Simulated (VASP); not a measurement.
# SiF (Pm-3m) in VASP: further runs

SiF is run at these levels: PBEsol; tasks: single point.

Program: VASP 6.6.1. These are calculated values, not measurements. Logs are shortened: lines on timing, memory, paths and dates and some standing lists are left out, and cuts for length are marked.

### Step 1. The cell of the first run

It takes space group Pm-3m (No. 221, cubic). Conventional cell: a = 2.771 Å, b = 2.771 Å, c = 2.771 Å, α = 90.00°, β = 90.00°, γ = 90.00°. Within 3.2 Å of Si (site symmetry m-3m) lie 8 F at 2.40 Å and 6 Si at 2.77 Å. Within 3.2 Å of F (site symmetry m-3m) lie 8 Si at 2.40 Å and 6 F at 2.77 Å.

### Step 2. Single point, PBEsol

Contents of INCAR:

```
ALGO = Normal
EDIFF = 1E-6
ENCUT = 520
GGA = PS
ISIF = 2
ISMEAR = -1
LASPH = T
LCHARG = F
LREAL = F
LWAVE = F
NBANDS = 12
NELM = 80
PREC = Accurate
SIGMA = 0.05
```

Contents of KPOINTS:

```
k-points
0
Gamma
  9 9 9
```

Contents of POSCAR:

```
SiF
1.0
    2.7714934128      0.0000000000      0.0000000000
    0.0000000000      2.7714934128      0.0000000000
    0.0000000000      0.0000000000      2.7714934128
Si F
1 1
Direct
    0.5000000000      0.5000000000      0.5000000000
    0.0000000000      0.0000000000      0.0000000000
```

Potentials or basis: VASP PAW PBE potentials, release 64 (Si, F).

Launch:

```sh
$ cat potpaw_PBE.64/Si/POTCAR potpaw_PBE.64/F/POTCAR > POTCAR
$ mpirun -np 1 vasp_std > vasp.out
```

OUTCAR:

```text
EDIFF = 1E-6
   ENCUT = 520
   GGA = PS
   ISIF = 2
   ISMEAR = -1
   LASPH = T
   LREAL = F
   NELM = 80
   PREC = Accurate

 ion  position               nearest neighbor table
   1  0.500  0.500  0.500-   2 2.40   2 2.40   2 2.40   2 2.40   2 2.40   2 2.40   2 2.40   2 2.40

   2  0.000  0.000  0.000-   1 2.40   1 2.40   1 2.40   1 2.40   1 2.40   1 2.40   1 2.40   1 2.40

  LATTYP: Found a simple cubic cell.
 ALAT       =     2.7714934128

  Lattice vectors:

 A1 = (   2.7714934128,   0.0000000000,   0.0000000000)
 A2 = (   0.0000000000,   2.7714934128,   0.0000000000)
 A3 = (   0.0000000000,   0.0000000000,   2.7714934128)

Analysis of symmetry for initial positions (statically):
=====================================================================
 Subroutine PRICEL returns:
 Original cell was already a primitive cell.

 Routine SETGRP: Setting up the symmetry group for a
 simple cubic supercell.

 Subroutine GETGRP returns: Found 48 space group operations
 (whereof 48 operations were pure point group operations)
 out of a pool of 48 trial point group operations.

The static configuration has the point symmetry O_h .

Analysis of symmetry for dynamics (positions and initial velocities):
=====================================================================
 Subroutine PRICEL returns:
 Original cell was already a primitive cell.

 Routine SETGRP: Setting up the symmetry group for a
 simple cubic supercell.

 Subroutine GETGRP returns: Found 48 space group operations
 (whereof 48 operations were pure point group operations)
 out of a pool of 48 trial point group operations.

The dynamic configuration has the point symmetry O_h .

 Subroutine INISYM returns: Found 48 space group operations
 (whereof 48 operations are pure point group operations),
 and found     1 'primitive' translations

----------------------------------------------------------------------------------------

                                     Primitive cell

  volume of cell :      21.2883

  direct lattice vectors                    reciprocal lattice vectors
     2.771493413  0.000000000  0.000000000     0.360816300  0.000000000  0.000000000
     0.000000000  2.771493413  0.000000000     0.000000000  0.360816300  0.000000000
     0.000000000  0.000000000  2.771493413     0.000000000  0.000000000  0.360816300

  length of vectors
     2.771493413  2.771493413  2.771493413     0.360816300  0.360816300  0.360816300

  position of ions in fractional coordinates (direct lattice)
[... 83 lines left out ...]
   IBRION =     -1    ionic relax: 0-MD 1-quasi-New 2-CG
   NFREE  =      0    steps in history (QN), initial steepest desc. (CG)
   ISIF   =      2    stress and relaxation
   ISYM   =      2    0-nonsym 1-usesym 2-fastsym
   POTIM  = 0.5000    time-step for ionic-motion
   TEBEG  =    0.0;   TEEND  =   0.0 temperature during run
   PSTRESS=    0.0 pullay stress
   NELECT =      11.0000    total number of electrons
   NUPDOWN=      -1.0000    fix difference up-down
   EMIN   =  10.00;   EMAX   =-10.00  energy-range for DOS
   EFERMI =   0.00;   METHOD = LEGACY
   ISMEAR =    -1;   SIGMA  =   0.05  broadening in eV -4-tet -1-fermi 0-gaus
   EFERMI_NEDOS =   21; number of points for ismear=-14 and -15
   IALGO  =     38    algorithm
   IMIX   =      4    mixing-type and parameters
     AMIX     =   0.40;   BMIX     =  1.00
     AMIX_MAG =   1.60;   BMIX_MAG =  1.00
  volume/ion in A,a.u.               =      10.64        71.83
  Fermi-wavevector in a.u.,A,eV,Ry     =   1.313687  2.482508 23.480572  1.725773
  Thomas-Fermi vector in A             =   2.443992
   LORBIT       =      0    0 simple, 1 ext, 2 COOP (PROOUT), +10 PAW based schemes
   GGA     = PS    functional components
   LHFCALC =     F    Hartree Fock is set to
   AEXX    =    0.0000 exact exchange contribution
   IVDW    =     0    specifies the selected vdW correction
   LEPSILON=     F    determine dielectric tensor
   LRPA    =     F    only Hartree local field effects (RPA)
 non-spin polarized calculation
  energy-cutoff  :      520.00
  volume of cell :       21.29
 maximum number of plane-waves:       587
 NGX is ok and might be reduce to    24
   NGX = 11   NGY = 11   NGZ = 11

 number of electron      11.0000003 magnetization

 Free energy of the ion-electron system (eV)
  ---------------------------------------------------
  ext. energy  EPLUGINS =         0.00000000
  ---------------------------------------------------
  free energy    TOTEN  =        -7.97471685 eV

  energy without entropy =       -7.95509150  energy(sigma->0) =       -7.96490418

 E-fermi :   9.2468     XC(G=0): -11.7036

 val. band max:        9.2393350770   @ k =   0.3333   0.2222   0.0000
 cond. band min:       9.2468984810   @ k =   0.4444   0.3333   0.2222
 fundamental gap:      0.0075634040
 Fermi energy:         9.2467615287

 k-point     1 :       0.0000    0.0000    0.0000
  band No.  band energies     occupation
      1     -17.0289      2.00000
      2      -0.3722      2.00000
      3       2.3394      2.00000
      4       2.3394      2.00000
      5       2.3394      2.00000
      6      14.3331      0.00000
      7      14.3331      0.00000
      8      16.0678      0.00000
      9      16.0678      0.00000
     10      16.0678      0.00000
     11      28.0753      0.00000
     12      28.0753      0.00000
[... 331 lines left out ...]
 k-point    24 :       0.4444    0.3333    0.1111
  band No.  band energies     occupation
      1     -16.2071      2.00000
      2      -1.1916      2.00000
      3       0.2377      2.00000
      4       2.6858      2.00000
      5       4.9831      2.00000
      6       9.3429      0.25493
      7      10.5355      0.00000
      8      15.8196      0.00000
      9      17.4663      0.00000
     10      21.5051      0.00000
     11      22.7501      0.00000
     12      23.9260      0.00000

 [... further k-points ...]
[... 5 lines left out ...]
  --------------------------------------------------------------------------------------
  -------------------------------------------------------------------------------------
  Total        3.9572293      3.9572293      3.9572293     -0.0000000      0.0000000     -0.0000000
  in kB      297.8243789    297.8243789    297.8243789     -0.0000000      0.0000000     -0.0000000
  external PRESSURE =     297.8243789 kB  Pullay stress =       0.0000000 kB

 VOLUME and BASIS-vectors are now :
 -----------------------------------------------------------------------------
  energy-cutoff  :      520.00
  volume of cell :       21.29
      direct lattice vectors                 reciprocal lattice vectors
     2.771493413  0.000000000  0.000000000     0.360816300  0.000000000  0.000000000
     0.000000000  2.771493413  0.000000000     0.000000000  0.360816300  0.000000000
     0.000000000  0.000000000  2.771493413     0.000000000  0.000000000  0.360816300

 POSITION                                       TOTAL-FORCE (eV/Angst)
 -----------------------------------------------------------------------------------
      1.38575      1.38575      1.38575         0.000000      0.000000      0.000000
      0.00000      0.00000      0.00000         0.000000      0.000000      0.000000
 -----------------------------------------------------------------------------------
    total drift:                               -0.000000      0.000000      0.000000

  FREE ENERGIE OF THE ION-ELECTRON SYSTEM (eV)
  ---------------------------------------------------
  free  energy   TOTEN  =        -7.9747168544 eV

  energy  without entropy=       -7.9550915023  energy(sigma->0) =       -7.96490418
```

OSZICAR:

```text
N       E                     dE             d eps       ncg     rms          rms(c)
DAV:   1     0.241497510747E+02    0.24150E+02   -0.51811E+03   856   0.794E+02
DAV:   2    -0.746807073127E+01   -0.31618E+02   -0.29861E+02  1080   0.150E+02
DAV:   3    -0.830720556934E+01   -0.83913E+00   -0.82690E+00  1032   0.202E+01
DAV:   4    -0.830935054695E+01   -0.21450E-02   -0.21448E-02   912   0.130E+00
DAV:   5    -0.830935682701E+01   -0.62801E-05   -0.62797E-05  1028   0.715E-02    0.409E+00
DAV:   6    -0.799395768021E+01    0.31540E+00   -0.25447E+00   848   0.122E+01    0.181E+00
DAV:   7    -0.797608253353E+01    0.17875E-01   -0.14169E-01   896   0.289E+00    0.844E-01
DAV:   8    -0.797479138524E+01    0.12911E-02   -0.12850E-02   920   0.991E-01    0.909E-02
DAV:   9    -0.797470496056E+01    0.86425E-04   -0.28219E-04   984   0.147E-01    0.310E-02
DAV:  10    -0.797471637133E+01   -0.11411E-04   -0.29048E-05   952   0.413E-02    0.120E-02
DAV:  11    -0.797471685441E+01   -0.48308E-06   -0.27080E-06   924   0.127E-02
   1 F= -.79747169E+01 E0= -.79649042E+01  d E =-.196254E-01
```

stdout:

```text
POSCAR found type information on POSCAR SiF
 POSCAR found :  2 types and       2 ions
 scaLAPACK will be used
 -----------------------------------------------------------------------------
|                                                                             |
|                                                                             |
|     You enforced a specific xc type in the INCAR file but a different       |
|     I HOPE YOU KNOW WHAT YOU ARE DOING!                                     |
|                                                                             |
 -----------------------------------------------------------------------------

 LDA part: xc-table for (Slater+PW92), standard interpolation
 POSCAR, INCAR and KPOINTS ok, starting setup
 FFT: planning ... GRIDC
 FFT: planning ... GRID_SOFT
 FFT: planning ... GRID
 WAVECAR not read
 entering main loop
```

It took 5.6 s on 1 thread of Intel Xeon Platinum 8259CL at 2.50GHz (Skylake/Cascade Lake), shared host; peak memory 0.13 GiB.

Results:

- Free energy: -7.9747 eV
- Pressure: 29.8 GPa

Levels at points of the mesh, in eV from the Fermi level:
```csv
k point,band 1,band 2,band 3,band 4,band 5,band 6,band 7,band 8,band 9,band 10
"(0.00, 0.00, 0.00)",-26.28,-9.62,-6.91,-6.91,-6.91,5.09,5.09,6.82,6.82,6.82
```

Caveat: the PAW data sets were made with another functional, which shifts forces and pressure a little; an odd number of electrons without spin polarisation forces a metal; a magnetic or distorted state may lie lower.

### Step 3. Single point, PBEsol

This run uses another cell than the first one, of 12.06 Å³/atom, 1.133 times its volume.

Contents of INCAR:

```
PREC = Accurate ; ENCUT = 520
EDIFF = 1E-6 ; ISMEAR = -1
SIGMA = 0.05 ; LREAL = False
LASPH = True ; NELM = 60
ALGO = Normal ; ISIF = 2
LWAVE = False ; LCHARG = False
GGA = PS ; NBANDS = 12
```

Contents of KPOINTS:

```
Automatic mesh
0
Gamma
  9 9 9
```

Contents of POSCAR:

```
SiF
1.0
    2.8890243428      0.0000000000      0.0000000000
    0.0000000000      2.8890243428      0.0000000000
    0.0000000000      0.0000000000      2.8890243428
Si F
1 1
Direct
    0.5000000000      0.5000000000      0.5000000000
    0.0000000000      0.0000000000      0.0000000000
```

Potentials or basis: VASP PAW PBE potentials, release 64 (Si, F).

Launch:

```sh
$ cat potpaw_PBE.64/Si/POTCAR potpaw_PBE.64/F/POTCAR > POTCAR
$ mpirun -np 1 vasp_std > vasp.out
```

Wall time 7 s (1 thread of Intel Xeon Platinum 8259CL at 2.50GHz (Skylake/Cascade Lake), shared host); peak memory 0.13 GiB.

It converged, with:

```
Free energy : -8.3133 eV
Pressure    : 9.8 GPa
```

Levels at points of the mesh, in eV from the Fermi level:
| k point | band 1 | band 2 | band 3 | band 4 | band 5 | band 6 | band 7 | band 8 | band 9 | band 10 |
| --- | --- | --- | --- | --- | --- | --- | --- | --- | --- | --- |
| (0.00, 0.00, 0.00) | -25.12 | -9.32 | -6.07 | -6.07 | -6.07 | 5.44 | 5.44 | 6.00 | 6.00 | 6.00 |

Caveat: the PAW data sets were made with another functional, which shifts forces and pressure a little; an odd number of electrons without spin polarisation forces a metal; a magnetic or distorted state may lie lower.
